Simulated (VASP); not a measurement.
The system is CdS.

```xyz
4
Lattice="4.2314 0.0000 0.0000 -2.1157 3.6645 0.0000 0.0000 0.0000 6.8691" Properties=species:S:1:pos:R:3 pbc="T T T"
Cd    2.1157    1.2215    3.4346
Cd    0.0000    2.4430    0.0000
S     2.1157    1.2215    6.0105
S     0.0000    2.4430    2.5759
```

Program: VASP 6.6.1. Alike in all runs: task single point; potentials or basis VASP PAW PBE potentials, release 64 (Cd, S); cell as given; k mesh 7 × 7 × 4.

Order these runs on this cell by their pressure, lowest first.
A. level RPBE+D4; spin off; cutoff (eV) 520; smearing fermi-dirac 0.05 eV
B. level b88 exchange, pbe correlation; spin collinear; cutoff (eV) 500; smearing tetrahedron
C. level PBE exchange alone; spin off; cutoff (eV) 520; smearing fermi-dirac 0.05 eV

A (-2.7 GPa), B (-0.9 GPa), C (6.8 GPa).

Caveats: the PAW data sets were made with another functional, which shifts forces and pressure a little (at least some runs); the cell stands under pressure (at least some runs).
